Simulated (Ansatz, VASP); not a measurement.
## CdS: VASP beside Ansatz

```xyz
2
Lattice="4.2612 0.0000 0.0000 -2.1306 3.6903 0.0000 0.0000 0.0000 5.8042" Properties=species:S:1:pos:R:3 pbc="T T T"
Cd    0.0000    0.0000    2.5695
S     2.1306    1.2301    2.5208
```

Alike in both runs: task single point; functional r2SCAN; k mesh 6 × 6 × 4; no spin polarisation.

```csv
,VASP,Ansatz
version,VASP 6.6.1,Ansatz 0.2.0
potentials or method,"VASP PAW PBE potentials, release 64 (Cd, S)","plane waves, PAW"
plane-wave cutoff (eV),550,500
occupations,"methfessel-paxton of order 1, width 0.1 eV",cold
valence electrons in the cell,18,26
```

Ansatz gave:

```
gap on the k mesh at the Fermi level (eV) : 1.91
```

Task: Estimate VASP's values.

Result: gap on the k mesh at the Fermi level (eV): 1.90.

VASP's potentials were made for PBE, not for r2SCAN. VASP's potentials hold 18 valence electrons a cell and Ansatz's 26, so a difference there can come from the potentials and not from the codes.
